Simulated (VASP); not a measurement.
# WC (P3m1) in VASP: a series of runs

Runs on WC. Level: PBEsol. Tasks: single point.

Everything below comes from runs of VASP 6.6.1. Logs are shortened: lines on timing, memory, paths and dates and some standing lists are left out, and cuts for length are marked.

### Step 1. The cell of the first run

The structure is trigonal, space group P3m1 (No. 156). Conventional cell: a = 2.901 Å, b = 2.901 Å, c = 2.829 Å, α = 90.00°, β = 90.00°, γ = 120.00°. W (site symmetry 3m) has 6 C at 2.01 to 2.40 Å within 2.7 Å. C (site symmetry 3m) has 6 W at 2.01 to 2.40 Å within 2.7 Å.

### Step 2. Single point, PBEsol (all W atoms moved -0.300 Å, as atom 1 along Cartesian [0 0 1])

Contents of INCAR:

```
SYSTEM = WC
PREC = Accurate ; ENCUT = 520
EDIFF = 1E-6 ; ISMEAR = 0
SIGMA = 0.15 ; LREAL = .FALSE.
LASPH = .TRUE. ; NELM = 80
ALGO = Normal ; ISIF = 2
LWAVE = .FALSE. ; LCHARG = .FALSE.
GGA = PS ; NBANDS = 16
```

Contents of KPOINTS:

```
regular mesh
0
G
  6 6 6
  0 0 0
```

Contents of POSCAR:

```
WC
1.0
    2.9005014360      0.0000000000      0.0000000000
   -1.4502507180      2.5119079273      0.0000000000
    0.0000000000      0.0000000000      2.8290000000
W C
1 1
Direct
    0.0000000000      0.0000000000     -0.1060445387
    0.6666666667      0.3333333333      0.5000000000
```

Potentials or basis: VASP PAW PBE potentials, release 64 (W_sv, C).

On the command line:

```sh
$ cat potpaw_PBE.64/W_sv/POTCAR potpaw_PBE.64/C/POTCAR > POTCAR
$ mpirun -np 1 vasp_std > vasp.out
```

OUTCAR:

```text
SYSTEM = WC
   PREC = Accurate
   ENCUT = 520
   EDIFF = 1E-6
   ISMEAR = 0
   LREAL = .FALSE.
   LASPH = .TRUE.
   NELM = 80
   ISIF = 2
   GGA = PS

 ion  position               nearest neighbor table
   1  0.000  0.000  0.894-   2 2.01   2 2.01   2 2.01   2 2.40   2 2.40   2 2.40
   2  0.667  0.333  0.500-   1 2.01   1 2.01   1 2.01   1 2.40   1 2.40   1 2.40

  LATTYP: Found a hexagonal cell.
 ALAT       =     2.9005014360
 C/A-ratio  =     0.9753485949

  Lattice vectors:

 A1 = (   2.9005014360,   0.0000000000,   0.0000000000)
 A2 = (  -1.4502507180,   2.5119079273,   0.0000000000)
 A3 = (   0.0000000000,   0.0000000000,   2.8290000000)

Analysis of symmetry for initial positions (statically):
=====================================================================
 Subroutine PRICEL returns:
 Original cell was already a primitive cell.

 Routine SETGRP: Setting up the symmetry group for a
 hexagonal supercell.

 Subroutine GETGRP returns: Found  6 space group operations
 (whereof  6 operations were pure point group operations)
 out of a pool of 24 trial point group operations.

The static configuration has the point symmetry C_3v.

Analysis of symmetry for dynamics (positions and initial velocities):
=====================================================================
 Subroutine PRICEL returns:
 Original cell was already a primitive cell.

 Routine SETGRP: Setting up the symmetry group for a
 hexagonal supercell.

 Subroutine GETGRP returns: Found  6 space group operations
 (whereof  6 operations were pure point group operations)
 out of a pool of 24 trial point group operations.

The dynamic configuration has the point symmetry C_3v.

 Subroutine INISYM returns: Found  6 space group operations
 (whereof  6 operations are pure point group operations),
 and found     1 'primitive' translations

----------------------------------------------------------------------------------------

                                     Primitive cell

  volume of cell :      20.6115

  direct lattice vectors                    reciprocal lattice vectors
     2.900501436  0.000000000  0.000000000     0.344767973  0.199051882  0.000000000
    -1.450250718  2.511907927  0.000000000     0.000000000  0.398103764  0.000000000
     0.000000000  0.000000000  2.829000000     0.000000000  0.000000000  0.353481796

  length of vectors
     2.900501436  2.900501436  2.829000000     0.398103764  0.398103764  0.353481796

  position of ions in fractional coordinates (direct lattice)
     0.000000000  0.000000000  0.893955461
     0.666666667  0.333333333  0.500000000

  ion indices of the primitive-cell ions
   primitive index   ion index
                 1           1
                 2           2

----------------------------------------------------------------------------------------

 KPOINTS: regular mesh

Automatic generation of k-mesh.
 Grid dimensions read from file:
 generate k-points for:    6    6    6

 Generating k-lattice:

  Cartesian coordinates                     Fractional coordinates (reciprocal lattice)
     0.057461329  0.033175314  0.000000000     0.166666667 -0.000000000  0.000000000
     0.000000000  0.066350627  0.000000000     0.000000000  0.166666667  0.000000000
     0.000000000  0.000000000  0.058913633     0.000000000  0.000000000  0.166666667

  Length of vectors
     0.066350627  0.066350627  0.058913633

  Shift w.r.t. Gamma in fractional coordinates (k-lattice)
     0.000000000  0.000000000  0.000000000

 Subroutine IBZKPT returns following result:
 ===========================================

 Found     34 irreducible k-points:

 Following reciprocal coordinates:
            Coordinates               Weight
  0.000000  0.000000  0.000000      1.000000
  0.166667 -0.000000  0.000000      6.000000
  0.333333 -0.000000  0.000000      6.000000
  0.500000 -0.000000  0.000000      3.000000
  0.166667  0.166667  0.000000      6.000000
  0.333333  0.166667  0.000000     12.000000
[... 16 lines left out ...]
  0.500000 -0.000000  0.333333      6.000000
  0.166667  0.166667  0.333333     12.000000
 [... further k-points ...]
   k-points           NKPTS =     34   k-points in BZ     NKDIM =     34   number of bands    NBANDS=     16
   number of dos      NEDOS =    301   number of ions     NIONS =      2
   total plane-waves  NPLWV =  13824
   dimension x,y,z NGX =    24 NGY =   24 NGZ =   24
   dimension x,y,z NGXF=    48 NGYF=   48 NGZF=   48
   ions per type =               1   1
   NGX,Y,Z   is equivalent  to a cutoff of  13.76, 13.76, 14.10 a.u.
   NGXF,Y,Z  is equivalent  to a cutoff of  27.51, 27.51, 28.21 a.u.
 SYSTEM =  WC
   PREC   = accura    normal or accurate (medium, high low for compatibility)
   ISTART =      0    job   : 0-new  1-cont  2-samecut
   ICHARG =      2    charge: 1-file 2-atom 10-const
   ISPIN  =      1    spin polarized calculation?
   LNONCOLLINEAR =      F non collinear calculations
   LSORBIT =      F    spin-orbit coupling
   LASPH  =      T    aspherical Exc in radial PAW
   ENCUT  =  520.0 eV  38.22 Ry    6.18 a.u.   5.39  5.39  5.26*2*pi/ulx,y,z
   NELM   =     80;   NELMIN=  2; NELMDL= -5     # of ELM steps
   EDIFF  = 0.1E-05   stopping-criterion for ELM
   LREAL  =      F    real-space projection
   EDIFFG = 0.1E-04   stopping-criterion for IOM
   NSW    =      0    number of steps for IOM
   IBRION =     -1    ionic relax: 0-MD 1-quasi-New 2-CG
   NFREE  =      0    steps in history (QN), initial steepest desc. (CG)
   ISIF   =      2    stress and relaxation
   ISYM   =      2    0-nonsym 1-usesym 2-fastsym
   POTIM  = 0.5000    time-step for ionic-motion
   TEBEG  =    0.0;   TEEND  =   0.0 temperature during run
   PSTRESS=    0.0 pullay stress
   NELECT =      18.0000    total number of electrons
   NUPDOWN=      -1.0000    fix difference up-down
   EMIN   =  10.00;   EMAX   =-10.00  energy-range for DOS
   EFERMI =   0.00;   METHOD = LEGACY
   ISMEAR =     0;   SIGMA  =   0.15  broadening in eV -4-tet -1-fermi 0-gaus
   EFERMI_NEDOS =   21; number of points for ismear=-14 and -15
   IALGO  =     38    algorithm
   IMIX   =      4    mixing-type and parameters
     AMIX     =   0.40;   BMIX     =  1.00
     AMIX_MAG =   1.60;   BMIX_MAG =  1.00
  volume/ion in A,a.u.               =      10.31        69.55
  Fermi-wavevector in a.u.,A,eV,Ry     =   1.564813  2.957068 33.315762  2.448639
  Thomas-Fermi vector in A             =   2.667381
   LORBIT       =      0    0 simple, 1 ext, 2 COOP (PROOUT), +10 PAW based schemes
   GGA     = PS    functional components
   LHFCALC =     F    Hartree Fock is set to
   AEXX    =    0.0000 exact exchange contribution
   IVDW    =     0    specifies the selected vdW correction
   LEPSILON=     F    determine dielectric tensor
   LRPA    =     F    only Hartree local field effects (RPA)
 non-spin polarized calculation
 Gauss-broadening in eV      SIGMA  =   0.15
  energy-cutoff  :      520.00
  volume of cell :       20.61
 maximum number of plane-waves:       580
 NGX is ok and might be reduce to    24
   NGX = 11   NGY = 11   NGZ = 11

 number of electron      18.0000000 magnetization

 Free energy of the ion-electron system (eV)
  ---------------------------------------------------
  ext. energy  EPLUGINS =         0.00000000
  ---------------------------------------------------
  free energy    TOTEN  =       -23.19756263 eV

  energy without entropy =      -23.19093153  energy(sigma->0) =      -23.19424708

 E-fermi :  11.2472     XC(G=0): -13.9115

 val. band max:       11.2185765977   @ k =   0.0000   0.0000   0.3333
 cond. band min:      11.2696773050   @ k =   0.1667  -0.0000   0.5000
 fundamental gap:      0.0511007073
 Fermi energy:        11.2472479477

 k-point     1 :       0.0000    0.0000    0.0000
  band No.  band energies     occupation
      1     -62.7448      2.00000
      2     -26.7520      2.00000
      3     -26.7008      2.00000
      4     -26.7008      2.00000
      5      -3.4177      2.00000
      6       5.7933      2.00000
[... 8 lines left out ...]
     15      23.4601      0.00000
     16      27.9890      0.00000

 k-point     2 :       0.1667   -0.0000    0.0000
  band No.  band energies     occupation
      1     -62.7291      2.00000
      2     -26.9332      2.00000
      3     -26.7531      2.00000
      4     -26.7213      2.00000
      5      -2.7004      2.00000
      6       5.5372      2.00000
[... 8 lines left out ...]
     15      24.0470      0.00000
     16      28.2727      0.00000

 k-point     3 :       0.3333   -0.0000    0.0000
  band No.  band energies     occupation
      1     -62.6977      2.00000
      2     -27.3710      2.00000
      3     -26.8560      2.00000
      4     -26.6644      2.00000
      5      -1.1201      2.00000
      6       4.3584      2.00000
[... 8 lines left out ...]
     15      25.5932      0.00000
     16      27.4825      0.00000

 k-point     4 :       0.5000   -0.0000    0.0000
  band No.  band energies     occupation
      1     -62.6820      2.00000
      2     -27.5802      2.00000
      3     -26.9067      2.00000
      4     -26.6356      2.00000
      5      -0.2203      2.00000
      6       4.0321      2.00000
[... 8 lines left out ...]
     15      24.5474      0.00000
     16      27.4607      0.00000
[... 324 lines left out ...]
 k-point    22 :       0.0000    0.3333    0.3333
  band No.  band energies     occupation
      1     -62.6665      2.00000
      2     -27.2963      2.00000
      3     -27.2049      2.00000
      4     -26.7971      2.00000
      5      -0.3094      2.00000
      6       4.5601      2.00000
[... 8 lines left out ...]
     15      25.4713      0.00000
     16      28.6762      0.00000

 k-point    23 :       0.5000   -0.0000    0.3333
  band No.  band energies     occupation
      1     -62.6511      2.00000
      2     -27.4932      2.00000
      3     -27.1684      2.00000
      4     -26.8457      2.00000
      5      -0.1235      2.00000
      6       3.8138      2.00000
[... 8 lines left out ...]
     15      25.3937      0.00000
     16      27.8396      0.00000

 k-point    24 :       0.1667    0.1667    0.3333
  band No.  band energies     occupation
      1     -62.6743      2.00000
      2     -27.2385      2.00000
      3     -27.1400      2.00000
      4     -26.8155      2.00000
      5      -0.3553      2.00000
      6       4.7707      2.00000
[... 8 lines left out ...]
     15      24.8743      0.00000
     16      27.7046      0.00000

 [... further k-points ...]
[... 5 lines left out ...]
  --------------------------------------------------------------------------------------
  -------------------------------------------------------------------------------------
  Total        2.5457979      2.5457979      2.9144869      0.0000000      0.0000000      0.0000000
  in kB      197.8904120    197.8904120    226.5494106      0.0000000      0.0000000      0.0000000
  external PRESSURE =     207.4434115 kB  Pullay stress =       0.0000000 kB

 VOLUME and BASIS-vectors are now :
 -----------------------------------------------------------------------------
  energy-cutoff  :      520.00
  volume of cell :       20.61
      direct lattice vectors                 reciprocal lattice vectors
     2.900501436  0.000000000  0.000000000     0.344767973  0.199051882  0.000000000
    -1.450250718  2.511907927  0.000000000     0.000000000  0.398103764  0.000000000
     0.000000000  0.000000000  2.829000000     0.000000000  0.000000000  0.353481796

 POSITION                                       TOTAL-FORCE (eV/Angst)
 -----------------------------------------------------------------------------------
      0.00000      0.00000      2.52900        -0.000000     -0.000000      5.071636
      1.45025      0.83730      1.41450         0.000000      0.000000     -5.071636
 -----------------------------------------------------------------------------------
    total drift:                               -0.000000      0.000000     -0.000469

  FREE ENERGIE OF THE ION-ELECTRON SYSTEM (eV)
  ---------------------------------------------------
  free  energy   TOTEN  =       -23.1975626348 eV

  energy  without entropy=      -23.1909315314  energy(sigma->0) =      -23.19424708
```

Run time: 16 s. Hardware: 1 thread of Intel Xeon Platinum 8488C (Sapphire Rapids), shared host; peak memory 0.14 GiB.

What came out:

```yaml
Free_energy: -23.1976 eV
Pressure: 20.7 GPa
Largest_force: 5.072 eV/Å
Band_gap_on_the_k_mesh: zero (band 9 reaches 12.65 eV, above the bottom of band 10 at 10.80 eV)
```

Forces in eV/Å, atoms in the order of the input:
```
W    0.000  0.000  5.072
C    0.000  0.000 -5.072
```

Levels at points of the mesh, in eV from the Fermi level:
| k point | band 6 | band 7 | band 8 | band 9 | band 10 | band 11 | band 12 | band 13 |
| --- | --- | --- | --- | --- | --- | --- | --- | --- |
| (0.00, 0.00, 0.00) | -5.45 | -4.15 | -4.15 | 1.40 | 2.68 | 2.68 | 6.17 | 6.65 |
| (0.50, 0.00, 0.00) | -7.22 | -4.31 | -2.79 | -1.58 | 3.04 | 4.35 | 4.50 | 4.76 |
| (0.00, 0.00, 0.50) | -8.53 | -3.24 | -3.24 | -0.45 | -0.45 | 4.22 | 5.10 | 5.10 |
| (0.50, 0.00, 0.50) | -7.18 | -4.67 | -4.02 | 0.18 | 4.05 | 5.19 | 6.18 | 8.84 |

Caveat: the k points lie up to 0.42 Å⁻¹ apart; the cell differs from its parent crystal (all W atoms moved -0.300 Å, as atom 1 along Cartesian [0 0 1]); the PAW data sets were made with another functional, which shifts forces and pressure a little; spin-orbit coupling is left out, which moves the levels of the heavy elements.

### Step 3. Single point, PBEsol (all W atoms moved +0.225 Å, as atom 1 along Cartesian [0 0 1])

INCAR: that of step 2 with these lines changed.

```diff
@@ -2,3 +2,3 @@
 PREC = Accurate ; ENCUT = 520
-EDIFF = 1E-6 ; ISMEAR = 0
+EDIFF = 1E-7 ; ISMEAR = 0
 SIGMA = 0.15 ; LREAL = .FALSE.
```

KPOINTS is that of step 2.

POSCAR: that of step 2 with these lines changed.

```diff
@@ -8,3 +8,3 @@
 Direct
-    0.0000000000      0.0000000000     -0.1060445387
+    0.0000000000      0.0000000000      0.0795334040
     0.6666666667      0.3333333333      0.5000000000
```

Potentials or basis: VASP PAW PBE potentials, release 64 (W_sv, C).

On the command line:

```sh
$ cat potpaw_PBE.64/W_sv/POTCAR potpaw_PBE.64/C/POTCAR > POTCAR
$ mpirun -np 1 vasp_std > vasp.out
```

It took 18 s on 1 thread of Intel Xeon Platinum 8488C (Sapphire Rapids), shared host; peak memory 0.14 GiB.

It converged, with:

```yaml
Free_energy: -23.5218 eV
Pressure: 12.0 GPa
Largest_force: 3.583 eV/Å
Band_gap_on_the_k_mesh: zero (band 9 reaches 12.05 eV, above the bottom of band 10 at 10.68 eV)
```

Forces in eV/Å, atoms in the order of the input:
```
W    0.000  0.000 -3.583
C    0.000  0.000  3.583
```

Stress tensor (GPa, compression positive):
```
11.03  0.00  0.00
 0.00 11.03  0.00
 0.00  0.00 13.85
```

Levels at points of the mesh, in eV from the Fermi level:
| k point | band 7 | band 8 | band 9 | band 10 | band 11 | band 12 |
| --- | --- | --- | --- | --- | --- | --- |
| (0.00, 0.00, 0.00) | -3.89 | -3.89 | 0.81 | 2.81 | 2.81 | 6.20 |
| (0.50, 0.00, 0.00) | -4.21 | -3.12 | -1.24 | 2.76 | 4.44 | 4.53 |
| (0.00, 0.00, 0.50) | -2.85 | -2.85 | -0.55 | -0.55 | 3.94 | 4.78 |
| (0.50, 0.00, 0.50) | -4.61 | -4.17 | 0.16 | 4.17 | 5.20 | 6.31 |

Caveat: the k points lie up to 0.42 Å⁻¹ apart; the cell differs from its parent crystal (all W atoms moved +0.225 Å, as atom 1 along Cartesian [0 0 1]); the PAW data sets were made with another functional, which shifts forces and pressure a little; spin-orbit coupling is left out, which moves the levels of the heavy elements.

### Step 4. Single point, PBEsol (all W atoms moved -0.150 Å, as atom 1 along Cartesian [0 0 1])

Contents of INCAR:

```
SYSTEM = WC
PREC = Accurate
ENCUT = 520
EDIFF = 1E-6
ISMEAR = 0
SIGMA = 0.15
LREAL = .False.
LASPH = .True.
NELM = 100
ALGO = Normal
ISIF = 2
LWAVE = .False.
LCHARG = .True.
GGA = PS
LELF = .True.
LVHAR = .True.
NBANDS = 16
```

Contents of KPOINTS:

```
regular mesh
0
Gamma
  6 6 6
  0 0 0
```

POSCAR: that of step 3 with these lines changed.

```diff
@@ -8,3 +8,3 @@
 Direct
-    0.0000000000      0.0000000000      0.0795334040
+    0.0000000000      0.0000000000     -0.0530222694
     0.6666666667      0.3333333333      0.5000000000
```

On the command line:

```sh
$ cat potpaw_PBE.64/W_sv/POTCAR potpaw_PBE.64/C/POTCAR > POTCAR
$ mpirun -np 1 vasp_std > vasp.out
```

Wall time 17 s (1 thread of Intel Xeon Platinum 8488C (Sapphire Rapids), shared host); peak memory 0.14 GiB.

It converged, with:

```
Free energy            : -23.7375 eV
Pressure               : 5.6 GPa
Largest force          : 2.195 eV/Å
Band gap on the k mesh : zero (band 9 reaches 11.63 eV, above the bottom of band 10 at 10.57 eV)
```

Forces on the atoms (eV/Å):
```
W    0.000  0.000  2.195
C    0.000  0.000 -2.195
```

Stress tensor (GPa, compression positive):
```
5.31 0.00 0.00
0.00 5.31 0.00
0.00 0.00 6.21
```

Levels at points of the mesh, in eV from the Fermi level:
```
           k point  band 7  band 8  band 9  band 10  band 11  band 12
(0.00, 0.00, 0.00)   -3.72   -3.72    0.33     2.93     2.93     5.82
(0.50, 0.00, 0.00)   -4.11   -3.41   -0.95     2.46     4.40     4.65
(0.00, 0.00, 0.50)   -2.54   -2.54   -0.67    -0.67     3.71     4.54
(0.50, 0.00, 0.50)   -4.59   -4.30    0.13     4.23     5.19     6.42
```

Caveat: the k points lie up to 0.42 Å⁻¹ apart; the cell differs from its parent crystal (all W atoms moved -0.150 Å, as atom 1 along Cartesian [0 0 1]); the PAW data sets were made with another functional, which shifts forces and pressure a little; spin-orbit coupling is left out, which moves the levels of the heavy elements.

(Continued in part 2 of 2.)
